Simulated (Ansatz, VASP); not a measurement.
# Sn3C in VASP and in Ansatz

File INCAR:

```
PREC = Accurate
ENCUT = 600
EDIFF = 1E-6
ISMEAR = 0
SIGMA = 0.1
LREAL = False
LASPH = True
NELM = 80
ALGO = Normal
ISIF = 3
LWAVE = False
LCHARG = False
GGA = PE
IBRION = 2
NSW = 100
EDIFFG = -0.01
```

File KPOINTS:

```
regular mesh
0
Gamma
  12 12 12
```

Contents of POSCAR:

```
Sn3C
1.0
   -2.8425943115      2.8425943115      2.8425943115
    2.8425943115     -2.8425943115      2.8425943115
    2.8425943115      2.8425943115     -2.8425943115
Sn C
3 1
Direct
    0.0000000000      0.5000000000      0.5000000000
    0.5000000000      0.0000000000      0.5000000000
    0.5000000000      0.5000000000      0.0000000000
    0.0000000000      0.0000000000      0.0000000000
```

Input for Ansatz:

```yaml
crystal:
  lattice:
    - [-2.8425943115, 2.8425943115, 2.8425943115]
    - [2.8425943115, -2.8425943115, 2.8425943115]
    - [2.8425943115, 2.8425943115, -2.8425943115]
  atoms:
    - { symbol: Sn, position: [0.0, 0.5, 0.5] }
    - { symbol: Sn, position: [0.5, 0.0, 0.5] }
    - { symbol: Sn, position: [0.5, 0.5, 0.0] }
    - { symbol: C, position: [0.0, 0.0, 0.0] }
basis:
  ecutwfc: 420
kpoints:
  mp_grid: { grid: [12, 12, 12] }
hamiltonian:
  xc: pbe
scf:
  occupations: { method: gaussian, width: 0.1 }
output:
  forces: true
  stress: true
  eigenvalues: true
  write_density: true
  write_potential: true
  elf: true
  volumetric_format: npy
relax:
  adjacent_minimum: "off"
  f_tol: 0.01
  max_steps: 80
  cell: { stress_tol: 0.05 }
```

Alike in both runs: task relaxation of cell and atoms; functional PBE; k mesh 12 × 12 × 12; occupations gaussian, width 0.1 eV; no spin polarisation.

|  | VASP | Ansatz |
| --- | --- | --- |
| version | VASP 6.6.1 | Ansatz 0.2.0 |
| potentials or method | VASP PAW PBE potentials, release 64 (Sn_d, C), cutoff 600 eV | scalar-relativistic, plane waves, PAW |
| valence electrons in the cell | 46 | 46 |

```csv
,VASP,Ansatz,Ansatz less VASP
"gap on the k mesh at the Fermi level, each at its own relaxed structure (eV)",none,none,-
relaxed volume (Å³/atom),22.90,22.91,+0.009
relaxed cell length with the largest relative difference (Å),4.918,4.919,+0.0007
```

A gap of «none» marks a metal or a gap that the smearing closes.
